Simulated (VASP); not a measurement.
Here is a VASP 6.6.1 calculation.

File INCAR:

```
  PREC = Accurate
  ENCUT = 520
  EDIFF = 1E-6
  ISMEAR = 0
  SIGMA = 0.05
  LREAL = F
  LASPH = T
  NELM = 60
  ALGO = Normal
  ISIF = 2
  LWAVE = F
  LCHARG = F
  GGA = PE
  NBANDS = 20
```

Contents of KPOINTS:

```
regular mesh
0
Gamma
  8 8 8
```

Contents of POSCAR:

```
ZrSi3
1.0
    4.1187392079      0.0000000000      0.0000000000
    0.0000000000      4.1187392079      0.0000000000
    0.0000000000      0.0000000000      4.1187392079
Zr Si
1 3
Direct
    0.0000000000      0.0000000000      0.0000000000
    0.0000000000      0.5000000000      0.5000000000
    0.5000000000      0.5000000000      0.0000000000
    0.5000000000      0.0000000000      0.5000000000
```

Potentials or basis: VASP PAW PBE potentials, release 64 (Zr_sv, Si).

Command:

```console
$ cat potpaw_PBE.64/Zr_sv/POTCAR potpaw_PBE.64/Si/POTCAR > POTCAR
$ mpirun -np 1 vasp_std > vasp.out
```

Problem. Predict the band gap on the k mesh.

Solution. Zero (bands 12 and 13 overlap by 2.13 eV).

Problem. Predict the pressure.

Solution. -8.9 GPa.

Caveat: the cell stands under tension.
